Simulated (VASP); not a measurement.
# SiC: single point with PBE

The system is SiC.

```xyz
4
Lattice="3.0754 0.0000 0.0000 -1.5377 2.6633 0.0000 0.0000 0.0000 5.0481" Properties=species:S:1:pos:R:3 pbc="T T T"
Si    0.0000    1.7756   -0.0021
Si    1.5377    0.8878    2.5220
C     0.0000    1.7756    1.8951
C     1.5377    0.8878    4.4192
```

```yaml
Program: VASP 6.6.1
Task: single point
Functional: PBE
Potentials_or_basis: VASP PAW PBE potentials, release 64 (Si, C)
Cutoff: 520 eV
k_mesh: 6 × 6 × 4
Occupations: gaussian, width 0.01 eV
Spin: no spin polarisation
Dipole_correction: no
Further_INCAR_settings: ALGO = Normal; EDIFF = 1e-06; NBANDS = 16
```

The pressure is 3.5 GPa, the largest force is 0.004 eV/Å and the band gap on the k mesh is 2.27 eV, indirect (least direct gap 3.97 eV).

Forces in eV/Å, atoms in the order of the input:
```
Si   0.000  0.000 -0.004
Si   0.000  0.000 -0.004
C    0.000  0.000  0.004
C    0.000  0.000  0.004
```

Stress tensor (GPa, compression positive):
```
3.57 0.00 0.00
0.00 3.57 0.00
0.00 0.00 3.23
```

Levels at points of the mesh, in eV from the valence-band top:
```
           k point  band 4  band 5  band 6  band 7  band 8  band 9  band 10  band 11  band 12  band 13
(0.00, 0.00, 0.00)   -1.32   -1.32   -0.11    0.00    0.00    4.81     6.21     6.67     6.67     7.75
(0.50, 0.00, 0.00)   -6.29   -5.43   -3.32   -3.29   -1.20    2.78     4.22     6.88     7.13    10.05
(0.00, 0.00, 0.50)   -4.44   -0.71   -0.71   -0.71   -0.71    5.90     5.90     7.35     7.35     7.35
(0.50, 0.00, 0.50)   -8.27   -2.45   -2.45   -2.33   -2.33    3.28     3.28     5.25     5.25    10.37
```

It took 19 s on 1 thread of Intel Xeon 8259CL (shared host), peak memory 0.15 GiB.

A k mesh can miss the band edges. Expect the measured gap to be larger: semilocal functionals such as PBE lack the derivative discontinuity.
